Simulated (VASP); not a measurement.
# SiGe2 (P-6m2) in VASP: relaxation of cell and atoms with PBE

Aim: the relaxation of cell and atoms of SiGe2 with PBE.

Program: VASP 6.6.1. These are calculated values, not measurements. Logs are shortened: lines on timing, memory, paths and dates and some standing lists are left out, and cuts for length are marked.

### Step 1. The cell of the first run

The structure is hexagonal, space group P-6m2 (No. 187). Conventional cell: a = 2.990 Å, b = 2.990 Å, c = 13.947 Å, α = 90.00°, β = 90.00°, γ = 120.00°. Si (site symmetry 3m) has 6 Ge at 2.81 to 2.85 Å and 6 Si at 2.99 Å within 3.7 Å. Ge (site symmetry 3m) has 3 Si at 2.81 Å and 9 Ge at 2.99 to 3.03 Å within 3.7 Å. Ge (site symmetry -6m2) has 6 Si at 2.85 Å and 6 Ge at 2.99 Å within 3.8 Å. Ge (site symmetry -6m2) has 12 Ge at 2.99 to 3.03 Å within 3.9 Å.

### Step 2. Relaxation of cell and atoms, PBE

Contents of INCAR:

```
SYSTEM = SiGe2
PREC = Accurate ; ENCUT = 600
EDIFF = 1E-6 ; ISMEAR = 0
SIGMA = 0.1 ; LREAL = .False.
LASPH = .True. ; NELM = 80
ALGO = Normal ; ISIF = 3
LWAVE = .False. ; LCHARG = .False.
GGA = PE ; IBRION = 2
NSW = 100 ; EDIFFG = -0.01
```

Contents of KPOINTS:

```
regular mesh
0
Gamma
  12 12 4
  0 0 0
```

Contents of POSCAR:

```
SiGe2
1.0
    2.9895010317      0.0000000000      0.0000000000
   -1.4947505159      2.5889838381      0.0000000000
    0.0000000000      0.0000000000     13.9469499238
Si Ge
2 4
Direct
    0.6666666667      0.3333333333      0.3375323113
    0.6666666667      0.3333333333      0.6624676887
    0.3333333333      0.6666666667      0.8210094864
    0.3333333333      0.6666666667      0.1789905136
    0.3333333333      0.6666666667      0.5000000000
    0.6666666667      0.3333333333      0.0000000000
```

Potentials or basis: VASP PAW PBE potentials, release 64 (Si, Ge_d).

Run with:

```sh
cat potpaw_PBE.64/Si/POTCAR potpaw_PBE.64/Ge_d/POTCAR > POTCAR
mpirun -np 1 vasp_std > vasp.out
```

OUTCAR:

```text
SYSTEM = SiGe2
   PREC = Accurate
   ENCUT = 600
   EDIFF = 1E-6
   ISMEAR = 0
   LREAL = .False.
   LASPH = .True.
   NELM = 80
   ISIF = 3
   GGA = PE
   IBRION = 2
   NSW = 100
   EDIFFG = -0.01

 ion  position               nearest neighbor table
   1  0.667  0.333  0.338-   4 2.81   4 2.81   4 2.81   5 2.85   5 2.85   5 2.85
   2  0.667  0.333  0.662-   3 2.81   3 2.81   3 2.81   5 2.85   5 2.85   5 2.85
   3  0.333  0.667  0.821-   2 2.81   2 2.81   2 2.81
   4  0.333  0.667  0.179-   1 2.81   1 2.81   1 2.81
   5  0.333  0.667  0.500-   1 2.85   2 2.85   1 2.85   2 2.85   1 2.85   2 2.85
   6  0.667  0.333  0.000-

  LATTYP: Found a hexagonal cell.
 ALAT       =     2.9895010317
 C/A-ratio  =     4.6653102895

  Lattice vectors:

 A1 = (   2.9895010317,   0.0000000000,   0.0000000000)
 A2 = (  -1.4947505159,   2.5889838381,   0.0000000000)
 A3 = (   0.0000000000,   0.0000000000,  13.9469499238)

Analysis of symmetry for initial positions (statically):
=====================================================================
 Subroutine PRICEL returns:
 Original cell was already a primitive cell.

 Routine SETGRP: Setting up the symmetry group for a
 hexagonal supercell.

 Subroutine GETGRP returns: Found 12 space group operations
 (whereof 12 operations were pure point group operations)
 out of a pool of 24 trial point group operations.

The static configuration has the point symmetry D_3h.

Analysis of symmetry for dynamics (positions and initial velocities):
=====================================================================
 Subroutine PRICEL returns:
 Original cell was already a primitive cell.

 Routine SETGRP: Setting up the symmetry group for a
 hexagonal supercell.

 Subroutine GETGRP returns: Found 12 space group operations
 (whereof 12 operations were pure point group operations)
 out of a pool of 24 trial point group operations.

The dynamic configuration has the point symmetry D_3h.

 Subroutine INISYM returns: Found 12 space group operations
 (whereof 12 operations are pure point group operations),
 and found     1 'primitive' translations

----------------------------------------------------------------------------------------

                                     Primitive cell

  volume of cell :     107.9462

[... 110 lines left out ...]
   EFERMI =   0.00;   METHOD = LEGACY
   ISMEAR =     0;   SIGMA  =   0.10  broadening in eV -4-tet -1-fermi 0-gaus
   EFERMI_NEDOS =   21; number of points for ismear=-14 and -15
   IALGO  =     38    algorithm
   IMIX   =      4    mixing-type and parameters
     AMIX     =   0.40;   BMIX     =  1.00
     AMIX_MAG =   1.60;   BMIX_MAG =  1.00
  volume/ion in A,a.u.               =      17.99       121.41
  Fermi-wavevector in a.u.,A,eV,Ry     =   1.375305  2.598950 25.734932  1.891464
  Thomas-Fermi vector in A             =   2.500653
   LORBIT       =      0    0 simple, 1 ext, 2 COOP (PROOUT), +10 PAW based schemes
   GGA     = PE    functional components
   LHFCALC =     F    Hartree Fock is set to
   AEXX    =    0.0000 exact exchange contribution
   IVDW    =     0    specifies the selected vdW correction
   LEPSILON=     F    determine dielectric tensor
   LRPA    =     F    only Hartree local field effects (RPA)
 conjugate gradient relaxation of ions
 non-spin polarized calculation
 Gauss-broadening in eV      SIGMA  =   0.10
  energy-cutoff  :      600.00
  volume of cell :      107.95
 maximum number of plane-waves:      3651
 NGX is ok and might be reduce to    24
   NGX = 11   NGY = 11   NGZ = 55

--------------------------------------- Ionic step        1  -------------------------------------------

 number of electron      64.0000027 magnetization

 Free energy of the ion-electron system (eV)
  ---------------------------------------------------
  ext. energy  EPLUGINS =         0.00000000
  ---------------------------------------------------
  free energy    TOTEN  =       -26.24816082 eV

  energy without entropy =      -26.23671540  energy(sigma->0) =      -26.24243811

------------------------ aborting loop because EDIFF is reached ----------------------------------------

  FORCE on cell =-STRESS in cart. coord.  units (eV):
  Direction    XX          YY          ZZ          XY          YZ          ZX
  --------------------------------------------------------------------------------------
  -------------------------------------------------------------------------------------
  Total        0.0622792      0.0622792      1.9363911     -0.0000000      0.0000000      0.0000000
  in kB        0.9243710      0.9243710     28.7406352     -0.0000000      0.0000000      0.0000000
  external PRESSURE =      10.1964591 kB  Pullay stress =       0.0000000 kB
[... 101 lines left out ...]
  FREE ENERGIE OF THE ION-ELECTRON SYSTEM (eV)
  ---------------------------------------------------
  free  energy   TOTEN  =       -26.2528566986 eV

  energy  without entropy=      -26.2413359854  energy(sigma->0) =      -26.24709634

[... ionic steps 4 to 22 ...]

--------------------------------------- Ionic step       23  -------------------------------------------

 number of electron      63.9999983 magnetization

------------------------ aborting loop because EDIFF is reached ----------------------------------------
[... 75 lines left out ...]
--------------------------------------- Ionic step       25  -------------------------------------------

 number of electron      63.9999983 magnetization

 Free energy of the ion-electron system (eV)
  ---------------------------------------------------
  ext. energy  EPLUGINS =         0.00000000
  ---------------------------------------------------
  free energy    TOTEN  =       -26.26332086 eV

  energy without entropy =      -26.25275247  energy(sigma->0) =      -26.25803666

 E-fermi :   7.3690     XC(G=0): -11.1561

 val. band max:        7.3644477516   @ k =   0.2500   0.2500   0.2500
 cond. band min:       7.3799584453   @ k =   0.2500   0.2500   0.5000
 fundamental gap:      0.0155106937
 Fermi energy:         7.3689658332

 k-point     1 :       0.0000    0.0000    0.0000
  band No.  band energies     occupation
      1     -17.3738      2.00000
      2     -17.3738      2.00000
      3     -17.3703      2.00000
      4     -17.3652      2.00000
      5     -17.3464      2.00000
      6     -17.3464      2.00000
[... 973 lines left out ...]
     37      10.8244      0.00000
     38      11.6823      0.00000

 [... further k-points ...]
[... 5 lines left out ...]
  --------------------------------------------------------------------------------------
  -------------------------------------------------------------------------------------
  Total        0.0304579      0.0304579     -0.0585884     -0.0000000      0.0000000      0.0000000
  in kB        0.4544423      0.4544423     -0.8741584     -0.0000000      0.0000000      0.0000000
  external PRESSURE =       0.0115754 kB  Pullay stress =       0.0000000 kB
[... 21 lines left out ...]
  FREE ENERGIE OF THE ION-ELECTRON SYSTEM (eV)
  ---------------------------------------------------
  free  energy   TOTEN  =       -26.2633208584 eV

  energy  without entropy=      -26.2527524697  energy(sigma->0) =      -26.25803666

 reached required accuracy - stopping structural energy minimisation
```

It took 25 min on 1 thread of Intel Xeon 6975P-C (Granite Rapids), shared host; peak memory 0.39 GiB.

What came out:

| Quantity | Value |
| --- | --- |
| Free energy | -26.2633 eV |
| Relaxed volume | 17.90 Å³/atom |
| Relaxed cell | a = 2.961 Å, b = 2.961 Å, c = 14.138 Å, α = 90.00°, β = 90.00°, γ = 120.00° |
| Space group after relaxing (to 0.05 Å) | P-6m2 (No. 187) |
| Energy gained by relaxing | 2.5 meV/atom |
| Ionic steps | 25 |
| Pressure after relaxing | 0.0 GPa |
| Band gap on the k mesh | zero (band 32 reaches 13.82 eV, above the bottom of band 33 at 4.80 eV) |

Forces in eV/Å, atoms in the order of the input:
```
Si   0.000  0.000  0.001
Si   0.000  0.000 -0.001
Ge   0.000  0.000 -0.003
Ge   0.000  0.000  0.003
Ge   0.000  0.000  0.000
Ge   0.000  0.000  0.000
```

Step by step:
| step | energy change (eV) | largest force (eV/Å) | pressure (GPa) | volume (Å³) |
| --- | --- | --- | --- | --- |
| 1 | 0.0000 | 0.0365 | 1.02 | 107.95 |
| 2 | -0.0033 | 0.0250 | -1.39 | 109.74 |
| 3 | -0.0047 | 0.0323 | -0.90 | 108.82 |
| 4 | -0.0140 | 0.0168 | -0.48 | 108.18 |
| 5 | -0.0140 | 0.0169 | -0.36 | 108.16 |
| 6 | -0.0151 | 0.0055 | -0.20 | 107.60 |
| 7 | -0.0150 | 0.0027 | -0.07 | 107.22 |
| 8 | -0.0149 | 0.0015 | 0.24 | 107.05 |
| 9 | -0.0150 | 0.0020 | 0.21 | 107.13 |
| 10 | -0.0150 | 0.0021 | -0.06 | 107.17 |
| 11 | -0.0150 | 0.0015 | 0.28 | 107.15 |
| 12 | -0.0150 | 0.0020 | 0.10 | 107.16 |
| 13 | -0.0151 | 0.0008 | 0.20 | 107.20 |
| 14 | -0.0151 | 0.0015 | 0.08 | 107.21 |
| 15 | -0.0151 | 0.0008 | 0.21 | 107.20 |
| 16 | -0.0151 | 0.0025 | 0.15 | 107.27 |
| 17 | -0.0151 | 0.0041 | 0.11 | 107.35 |
| 18 | -0.0151 | 0.0050 | -0.12 | 107.38 |
| 19 | -0.0151 | 0.0039 | 0.18 | 107.35 |
| 20 | -0.0151 | 0.0048 | -0.07 | 107.37 |
| 21 | -0.0151 | 0.0041 | 0.13 | 107.36 |
| 22 | -0.0151 | 0.0046 | 0.08 | 107.36 |
| 23 | -0.0152 | 0.0032 | -0.16 | 107.38 |
| 24 | -0.0151 | 0.0038 | 0.01 | 107.38 |
| 25 | -0.0152 | 0.0029 | 0.00 | 107.38 |

Final structure:
```
Si Ge
1.0
     2.96146    0.00000    0.00000
    -1.48073    2.56470    0.00000
     0.00000    0.00000   14.13801
Si Ge
2 4
Direct
  0.66667 0.33333 0.33729
  0.66667 0.33333 0.66271
  0.33333 0.66667 0.82099
  0.33333 0.66667 0.17901
  0.33333 0.66667 0.50000
  0.66667 0.33333 0.00000
```
